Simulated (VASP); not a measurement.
# NaI (Fm-3m) in VASP: a series of runs, part 2 of 2

VASP 6.6.1.

### Step 4. Single point, r2SCAN (strain +5.5%)

POSCAR reads:

```
NaI
1.0
    0.0000000000      3.4056430248      3.4056430248
    3.4056430248      0.0000000000      3.4056430248
    3.4056430248      3.4056430248      0.0000000000
Na I
1 1
Direct
    0.0000000000      0.0000000000      0.0000000000
    0.5000000000      0.5000000000      0.5000000000
```

INCAR.step1 reads:

```
PREC = Accurate
ENCUT = 520
ISMEAR = 0
SIGMA = 0.01
LREAL = False
LASPH = True
NELM = 80
NBANDS = 14
GGA = PE
ALGO = Normal
EDIFF = 1E-4
LWAVE = True
LCHARG = False
```

INCAR.step2 reads:

```
PREC = Accurate
ENCUT = 520
EDIFF = 1E-7
ISMEAR = 0
SIGMA = 0.01
LREAL = False
LASPH = True
NELM = 80
ALGO = Normal
ISIF = 2
LWAVE = False
LCHARG = False
METAGGA = R2SCAN
LMIXTAU = True
NBANDS = 14
ISTART = 1
```

KPOINTS reads:

```
regular mesh
0
Gamma
  8 8 8
```

Potentials or basis: VASP PAW PBE potentials, release 64 (Na_pv, I).

The run is started by

```
$ cat potpaw_PBE.64/Na_pv/POTCAR potpaw_PBE.64/I/POTCAR > POTCAR
$ cp INCAR.step1 INCAR
$ mpirun -np 1 vasp_std > vasp.out
$ cp INCAR.step2 INCAR
$ mpirun -np 1 vasp_std > vasp.out
```

OUTCAR:

```text
PREC = Accurate
   ENCUT = 520
   EDIFF = 1E-7
   ISMEAR = 0
   LREAL = False
   LASPH = True
   NELM = 80
   ISIF = 2
   METAGGA = R2SCAN
   ISTART = 1

 ion  position               nearest neighbor table
   1  0.000  0.000  0.000-
   2  0.500  0.500  0.500-

  LATTYP: Found a face centered cubic cell.
 ALAT       =     6.8112860496

  Lattice vectors:

 A1 = (   0.0000000000,   3.4056430248,   3.4056430248)
 A2 = (   3.4056430248,   0.0000000000,   3.4056430248)
 A3 = (   3.4056430248,   3.4056430248,   0.0000000000)

Analysis of symmetry for initial positions (statically):
=====================================================================
 Subroutine PRICEL returns:
 Original cell was already a primitive cell.

 Routine SETGRP: Setting up the symmetry group for a
 face centered cubic supercell.

 Subroutine GETGRP returns: Found 48 space group operations
 (whereof 48 operations were pure point group operations)
 out of a pool of 48 trial point group operations.

The static configuration has the point symmetry O_h .

Analysis of symmetry for dynamics (positions and initial velocities):
=====================================================================
 Subroutine PRICEL returns:
 Original cell was already a primitive cell.

 Routine SETGRP: Setting up the symmetry group for a
 face centered cubic supercell.

 Subroutine GETGRP returns: Found 48 space group operations
 (whereof 48 operations were pure point group operations)
 out of a pool of 48 trial point group operations.

The dynamic configuration has the point symmetry O_h .

 Subroutine INISYM returns: Found 48 space group operations
 (whereof 48 operations are pure point group operations),
 and found     1 'primitive' translations

----------------------------------------------------------------------------------------

[... 119 lines left out ...]
   AEXX    =    0.0000 exact exchange contribution
   IVDW    =     0    specifies the selected vdW correction
   LEPSILON=     F    determine dielectric tensor
   LRPA    =     F    only Hartree local field effects (RPA)
 non-spin polarized calculation
 Gauss-broadening in eV      SIGMA  =   0.01
  energy-cutoff  :      520.00
  volume of cell :       79.00
 maximum number of plane-waves:      2148
   NGX = 17   NGY = 17   NGZ = 17

 number of electron      13.9999994 magnetization

 Free energy of the ion-electron system (eV)
  ---------------------------------------------------
  ext. energy  EPLUGINS =         0.00000000
  ---------------------------------------------------
  free energy    TOTEN  =       -31.00325767 eV

  energy without entropy =      -31.00325767  energy(sigma->0) =      -31.00325767

 E-fermi :  -0.4381     XC(G=0):  -7.4303

 val. band max:       -0.4797608361   @ k =   0.0000   0.0000   0.0000
 cond. band min:       3.5477899993   @ k =   0.0000   0.0000   0.0000
 fundamental gap:      4.0275508354
 Fermi energy:        -0.4380696690

 k-point     1 :       0.0000    0.0000    0.0000
  band No.  band energies     occupation
      1     -23.9451      2.00000
      2     -23.9450      2.00000
      3     -23.9450      2.00000
      4     -11.4792      2.00000
      5      -0.4798      2.00000
      6      -0.4798      2.00000
      7      -0.4798      2.00000
      8       3.5478      0.00000
      9       7.9639      0.00000
     10       7.9639      0.00000
     11       7.9639      0.00000
     12       9.5906      0.00000
     13       9.5906      0.00000
     14      10.4161      0.00000
[... 377 lines left out ...]
      1     -23.9468      2.00000
      2     -23.9457      2.00000
      3     -23.9453      2.00000
      4     -11.2417      2.00000
      5      -1.9496      2.00000
      6      -1.1686      2.00000
      7      -0.8457      2.00000
      8       6.0543      0.00000
      9       6.2675      0.00000
     10       7.9392      0.00000
     11       8.1318      0.00000
     12      10.2860      0.00000
     13      11.1311      0.00000
     14      12.3519      0.00000

 [... further k-points ...]

------------------------ aborting loop because EDIFF is reached ----------------------------------------

  FORCE on cell =-STRESS in cart. coord.  units (eV):
  Direction    XX          YY          ZZ          XY          YZ          ZX
  --------------------------------------------------------------------------------------
  -------------------------------------------------------------------------------------
  Total       -0.9448370     -0.9448370     -0.9448370      0.0000000     -0.0000000      0.0000000
  in kB      -19.1619678    -19.1619678    -19.1619678      0.0000000     -0.0000000      0.0000000
  external PRESSURE =     -19.1619678 kB  Pullay stress =       0.0000000 kB

 VOLUME and BASIS-vectors are now :
 -----------------------------------------------------------------------------
  energy-cutoff  :      520.00
  volume of cell :       79.00
      direct lattice vectors                 reciprocal lattice vectors
     0.000000000  3.405643025  3.405643025    -0.146815152  0.146815152  0.146815152
     3.405643025  0.000000000  3.405643025     0.146815152 -0.146815152  0.146815152
     3.405643025  3.405643025  0.000000000     0.146815152  0.146815152 -0.146815152

 POSITION                                       TOTAL-FORCE (eV/Angst)
 -----------------------------------------------------------------------------------
      0.00000      0.00000      0.00000        -0.000000     -0.000000     -0.000000
      3.40564      3.40564      3.40564         0.000000      0.000000      0.000000
 -----------------------------------------------------------------------------------
    total drift:                                0.000000      0.000000      0.000000

  FREE ENERGIE OF THE ION-ELECTRON SYSTEM (eV)
  ---------------------------------------------------
  free  energy   TOTEN  =       -31.0032576708 eV

  energy  without entropy=      -31.0032576708  energy(sigma->0) =      -31.00325767
```

OUTCAR.step1:

```text
PREC = Accurate
   ENCUT = 520
   ISMEAR = 0
   LREAL = False
   LASPH = True
[... 629 lines left out ...]
      0.00000      0.00000      0.00000         0.000000      0.000000      0.000000
      3.40564      3.40564      3.40564        -0.000000     -0.000000     -0.000000
 -----------------------------------------------------------------------------------
    total drift:                                0.000000      0.000000      0.000000

  FREE ENERGIE OF THE ION-ELECTRON SYSTEM (eV)
  ---------------------------------------------------
  free  energy   TOTEN  =        -5.3410474455 eV

  energy  without entropy=       -5.3410474455  energy(sigma->0) =       -5.34104745
```

OSZICAR.step1:

```text
N       E                     dE             d eps       ncg     rms          rms(c)
DAV:   1     0.808773766308E+02    0.80877E+02   -0.63573E+03   812   0.856E+02
DAV:   2     0.167502518976E+01   -0.79202E+02   -0.73439E+02   856   0.207E+02
DAV:   3    -0.525209338066E+01   -0.69271E+01   -0.68756E+01  1040   0.606E+01
DAV:   4    -0.543389767617E+01   -0.18180E+00   -0.18175E+00  1026   0.101E+01
DAV:   5    -0.543865114954E+01   -0.47535E-02   -0.47534E-02  1100   0.166E+00    0.154E+00
DAV:   6    -0.535166789998E+01    0.86983E-01   -0.10308E-01   974   0.172E+00    0.103E+00
DAV:   7    -0.533822336332E+01    0.13445E-01   -0.83968E-02  1004   0.139E+00    0.634E-01
DAV:   8    -0.534111418357E+01   -0.28908E-02   -0.75360E-03   932   0.641E-01    0.184E-01
DAV:   9    -0.534104744552E+01    0.66738E-04   -0.21744E-04   986   0.118E-01
   1 F= -.53410474E+01 E0= -.53410474E+01  d E =-.855268E-25
```

Run time: 2.6 min. Hardware: 1 thread of AMD EPYC 7R13 (Zen 3), shared host; peak memory 0.2 GiB.

Results:

```
Free energy            : -31.0033 eV
Pressure               : -1.9 GPa
Band gap on the k mesh : 4.03 eV
```

Caveat: the cell differs from its parent crystal (strain +5.5%); the PAW data sets were made with another functional, which shifts forces and pressure a little; spin-orbit coupling is left out, which moves the levels of the heavy elements.

### Step 5. The runs side by side

```tsv
cell	gap on the mesh (eV)	pressure (GPa)
a = 4.567 Å, angles 60.0°, 2 atoms	4.46	-0.1
a = 4.645 Å, angles 60.0°, 2 atoms	4.31	-0.8
a = 4.816 Å, angles 60.0°, 2 atoms	4.03	-1.9
```

Alike in all rows: task single point; level r2SCAN; potentials or basis VASP PAW PBE potentials, release 64 (Na_pv, I); no spin polarisation; k mesh 8 × 8 × 8; cutoff (eV) 520; smearing gaussian 0.01 eV.

Caveats: the PAW data sets were made with another functional, which shifts forces and pressure a little; spin-orbit coupling is left out, which moves the levels of the heavy elements.

Absolute energies hang on the potentials; compare differences alone.
